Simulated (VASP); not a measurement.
Here is a VASP 6.6.1 calculation.

The input INCAR:

```
SYSTEM = SiNi3
PREC = Accurate
ENCUT = 520
EDIFF = 1E-7
ISMEAR = 0
SIGMA = 0.1
LREAL = .FALSE.
LASPH = .TRUE.
NELM = 100
ALGO = Fast
ISIF = 2
LWAVE = .FALSE.
LCHARG = .FALSE.
GGA = PE
NBANDS = 25
```

Contents of KPOINTS:

```
regular mesh
0
G
  12 12 12
  0 0 0
```

Contents of POSCAR:

```
SiNi3
1.0
    3.4955474361      0.0000000000      0.0000000000
    0.0000000000      3.4955474361      0.0000000000
    0.0000000000      0.0000000000      3.4955474361
Si Ni
1 3
Direct
    0.0000000000      0.0000000000      0.0000000000
    0.0000000000      0.5000000000      0.5000000000
    0.5000000000      0.0000000000      0.5000000000
    0.5000000000      0.5000000000      0.0000000000
```

Potentials or basis: VASP PAW PBE potentials, release 64 (Si, Ni).

Launch:

```bash
$ cat potpaw_PBE.64/Si/POTCAR potpaw_PBE.64/Ni/POTCAR > POTCAR
$ mpirun -np 1 vasp_std > vasp.out
```

**Question.** What does it give for the band gap on the k mesh?

**Answer.** Zero (band 17 reaches 10.83 eV, above the bottom of band 18 at 10.58 eV).

**Question.** Estimate the pressure.

**Answer.** 2.1 GPa.

Spin polarisation is off, so any magnetic state and its effect on volume and gap are missing.
